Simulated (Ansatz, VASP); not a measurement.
# Two plane-wave programs on Si2Mo

```
Si Mo
1.0
    -1.59512    1.59512    3.91091
     1.59512   -1.59512    3.91091
     1.59512    1.59512   -3.91091
Si Mo
2 1
Direct
  0.33506 0.33506 0.00000
  0.66494 0.66494 0.00000
  0.00000 0.00000 0.00000
```

Alike in both runs: functional PBEsol; k mesh 18 × 18 × 18; occupations gaussian, width 0.1 eV; no spin polarisation.

Ansatz relaxed the structure, and its values are those at the end. VASP's run is a single point on that final structure, the one shown.

```csv
,VASP,Ansatz
version,VASP 6.6.1,Ansatz 0.2.0
potentials or method,"VASP PAW PBE potentials, release 64 (Si, Mo_sv), cutoff 520 eV","scalar-relativistic, plane waves, PAW"
valence electrons in the cell,22,22
```

|  | VASP | Ansatz | Ansatz less VASP |
| --- | --- | --- | --- |
| gap on the k mesh at the Fermi level (eV) | none | none | - |
| pressure (GPa) | 0.3 | 0.0 | -0.34 |

VASP's potentials were made for PBE, not for PBEsol, and Ansatz warns of the same on its side. A gap of «none» marks a metal or a gap that the smearing closes.
